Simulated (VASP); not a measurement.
Write the native input for VASP 6.6.1 that does the following.

| Item | Value |
| --- | --- |
| Task | single point |
| Functional | r2SCAN |
| Potentials or basis | VASP PAW PBE potentials, release 64 (Pt_sv_GW, S) |
| Cutoff | 630 eV |
| k mesh | 7 × 7 × 5 |
| Occupations | fermi-dirac, width 0.1 eV |
| Spin | no spin polarisation |
| Dipole correction | no |
| Further INCAR settings | ALGO = Normal; EDIFF = 1e-06; NBANDS = 22 |

PtS2:

```xyz
3
Lattice="3.5432 0.0000 0.0000 -1.7716 3.0685 0.0000 0.0000 0.0000 5.0388" Properties=species:S:1:pos:R:3 pbc="T T T"
Pt    0.0000    0.0000    0.0000
S     1.7716    1.0228    3.8950
S     0.0000    2.0457    1.1438
```

The input as run:

POSCAR

```
PtS2
1.0
    3.5432000000      0.0000000000      0.0000000000
   -1.7716000000      3.0685012107      0.0000000000
    0.0000000000      0.0000000000      5.0388000000
Pt S
1 2
Direct
    0.0000000000      0.0000000000      0.0000000000
    0.6666666667      0.3333333333      0.7730000000
    0.3333333333      0.6666666667      0.2270000000
```

INCAR.step1

```
PREC = Accurate
ENCUT = 630
ISMEAR = -1
SIGMA = 0.1
LREAL = F
LASPH = T
NELM = 120
NBANDS = 22
GGA = PE
ALGO = Normal
EDIFF = 1E-5
LWAVE = T
LCHARG = F
GGA_COMPAT = F
```

INCAR.step2

```
PREC = Accurate
ENCUT = 630
EDIFF = 1E-6
ISMEAR = -1
SIGMA = 0.1
LREAL = F
LASPH = T
NELM = 120
ALGO = Normal
ISIF = 2
LWAVE = F
LCHARG = F
METAGGA = R2SCAN
LMIXTAU = T
NBANDS = 22
ISTART = 1
GGA_COMPAT = F
```

KPOINTS

```
Automatic mesh
0
Gamma
  7 7 5
```

Potentials or basis: VASP PAW PBE potentials, release 64 (Pt_sv_GW, S).

Launch:

```console
$ cat potpaw_PBE.64/Pt_sv_GW/POTCAR potpaw_PBE.64/S/POTCAR > POTCAR
$ cp INCAR.step1 INCAR
$ mpirun -np 1 vasp_std > vasp.out
$ cp INCAR.step2 INCAR
$ mpirun -np 1 vasp_std > vasp.out
```

Results of the run:

* Pressure: 8.7 GPa
* Largest force: 1.180 eV/Å
* Band gap on the k mesh: 1.07 eV (least direct gap 1.36 eV)

Caveat: the cell stands under pressure; the PAW data sets were made with another functional, which shifts forces and pressure a little; spin-orbit coupling is left out, which moves the levels of the heavy elements.

It took 2.1 min on 1 thread of Intel(R) Xeon(R) Platinum 8488C (Sapphire Rapids), on a shared host, peak memory 0.23 GiB.
